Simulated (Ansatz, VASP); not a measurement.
## MgO: VASP beside Ansatz

File INCAR:

```
PREC = Accurate ; ENCUT = 840
EDIFF = 1E-6 ; ISMEAR = -5
SIGMA = 0.1 ; LREAL = False
LASPH = True ; NELM = 120
ALGO = Normal ; ISIF = 2
LWAVE = False ; LCHARG = False
GGA = PE ; NBANDS = 15
GGA_COMPAT = False
```

KPOINTS

```
regular mesh
0
Gamma
  7 7 7
```

POSCAR

```
MgO
1.0
    0.0000000000      2.1944256300      2.1944256300
    2.1944256300      0.0000000000      2.1944256300
    2.1944256300      2.1944256300      0.0000000000
Mg O
1 1
Direct
    0.0000000000      0.0000000000      0.0000000000
    0.5000000000      0.5000000000      0.5000000000
```

Input for Ansatz:

```yaml
crystal:
  lattice:
    - [0.0, 2.19442563, 2.19442563]
    - [2.19442563, 0.0, 2.19442563]
    - [2.19442563, 2.19442563, 0.0]
  atoms:
    - { symbol: Mg, position: [0.0, 0.0, 0.0] }
    - { symbol: O, position: [0.5, 0.5, 0.5] }
  symmetry: { tolerance: 0.0003 }
kpoints:
  mp_grid: { grid: [7, 7, 7], shift: [0, 0, 0] }
magnetization:
  spin_polarized: false
scf:
  occupations: { method: tetrahedron }
hamiltonian:
  pseudopotentials: { kind: paw }
  xc: pbe
basis:
  ecutwfc: 420
output:
  forces: true
  stress: true
  eigenvalues: true
  write_density: true
  write_potential: true
  elf: true
  volumetric_format: npy
```

Alike in both runs: task single point; functional PBE; k mesh 7 × 7 × 7; occupations tetrahedron; no spin polarisation.

```csv
,VASP,Ansatz
version,VASP 6.6.1,Ansatz 0.2.0
potentials or method,"VASP PAW PBE potentials, release 64 (Mg_sv, O), cutoff 840 eV",PAW plane waves
valence electrons in the cell,16,16
```

```csv
,VASP,Ansatz,Ansatz less VASP
gap on the k mesh at the Fermi level (eV),3.63,3.64,+0.004
pressure (GPa),-11.6,-11.5,+0.10
```

Ansatz's warnings: band table not solved further, tetrahedron derivatives may miss energy slope.
